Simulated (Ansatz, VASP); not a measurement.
GaP in VASP and in Ansatz

```
Ga P
1.0
     0.00000    2.71922    2.71922
     2.71922    0.00000    2.71922
     2.71922    2.71922    0.00000
Ga P
1 1
Direct
  0.00000 0.00000 0.00000
  0.75000 0.75000 0.75000
```

Alike in both runs: task single point; functional PBEsol; k mesh 10 × 10 × 10; occupations gaussian, width 0.02 eV; no spin polarisation.

|  | VASP | Ansatz |
| --- | --- | --- |
| version | VASP 6.6.1 | Ansatz 0.2.0 |
| potentials or method | VASP PAW PBE potentials, release 64 (Ga_d, P), cutoff 500 eV | scalar-relativistic, plane waves, PAW |
| valence electrons in the cell | 18 | 18 |

|  | VASP | Ansatz | Ansatz less VASP |
| --- | --- | --- | --- |
| gap on the k mesh at the Fermi level (eV) | 1.47 | 1.47 | -0.001 |
| least direct gap on the mesh (eV) | 1.81 | 1.80 | -0.007 |
| pressure (GPa) | -0.1 | 0.0 | +0.10 |

VASP's potentials were made for PBE, not for PBEsol.
